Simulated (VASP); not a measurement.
Write the native input for VASP 6.6.1 that does the following.

```
Task                   : single point
Functional             : PBE
Potentials or basis    : VASP PAW PBE potentials, release 64 (Ta_pv, N)
Cutoff                 : 520 eV
k mesh                 : 6 × 6 × 6
Occupations            : gaussian, width 0.05 eV
Spin                   : no spin polarisation
Dipole correction      : no
Further INCAR settings : ALGO = Normal; EDIFF = 1e-06; NBANDS = 50
```

The structure of Ta2N lies in POSCAR:

```
Ta2N
1.0
    5.2965720514      0.0000000000      0.0000000000
   -2.6482860257      4.5869659495      0.0000000000
    0.0000000000      0.0000000000      4.9391825701
Ta N
6 3
Direct
    0.6663616700      0.6663616700      0.7536182600
    0.0000000000      0.3336383300      0.7536182600
    0.3336383300      0.0000000000      0.7536182600
    0.3336383300      0.3336383300      0.2463817400
    0.0000000000      0.6663616700      0.2463817400
    0.6663616700      0.0000000000      0.2463817400
    0.6666666700      0.3333333300      0.5000000000
    0.3333333300      0.6666666700      0.5000000000
    0.0000000000      0.0000000000      0.0000000000
```

One way to write it, as run:

INCAR

```
SYSTEM = Ta2N
  PREC = Accurate
  ENCUT = 520
  EDIFF = 1E-6
  ISMEAR = 0
  SIGMA = 0.05
  LREAL = .FALSE.
  LASPH = .TRUE.
  NELM = 80
  ALGO = Normal
  ISIF = 2
  LWAVE = .FALSE.
  LCHARG = .TRUE.
  GGA = PE
  LELF = .TRUE.
  LVHAR = .TRUE.
  NBANDS = 50
```

KPOINTS

```
Automatic mesh
0
G
  6 6 6
  0 0 0
```

Potentials or basis: VASP PAW PBE potentials, release 64 (Ta_pv, N).

Launch:

```console
$ cat potpaw_PBE.64/Ta_pv/POTCAR potpaw_PBE.64/N/POTCAR > POTCAR
$ mpirun -np 1 vasp_std > vasp.out
```

It gave:

| Item | Value |
| --- | --- |
| Pressure | 3.3 GPa |
| Largest force | 0.073 eV/Å |

Wall time 2.6 min on 1 thread of Intel(R) Xeon(R) 6975P-C (Granite Rapids), on a shared host, peak memory 0.32 GiB.
